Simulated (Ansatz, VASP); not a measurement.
# Two plane-wave programs on Ge

```xyz
2
Lattice="0.0000 2.8382 3.2044 2.8382 0.0000 3.2044 2.8382 2.8382 0.0000" Properties=species:S:1:pos:R:3 pbc="T T T"
Ge    2.8382    2.8382    3.2044
Ge    4.2574    4.2574    4.8065
```

Alike in both runs: task single point; functional PBE; k mesh 14 × 14 × 14; occupations gaussian, width 0.15 eV; no spin polarisation.

|  | VASP | Ansatz |
| --- | --- | --- |
| version | VASP 6.6.1 | Ansatz 0.2.0 |
| potentials or method | VASP PAW PBE potentials, release 64 (Ge_d), cutoff 520 eV | scalar-relativistic, plane waves, PAW |
| valence electrons in the cell | 28 | 28 |

|  | VASP | Ansatz | Ansatz less VASP |
| --- | --- | --- | --- |
| gap on the k mesh at the Fermi level (eV) | none | none | - |
| pressure (GPa) | -3.7 | -3.6 | +0.10 |
| traceless stress, the component that is largest in VASP (GPa) | -5.53 | -5.52 | +0.009 |

A gap of «none» marks a metal or a gap that the smearing closes. With one functional, cell and mesh, what is left measures potentials, basis and numerics.
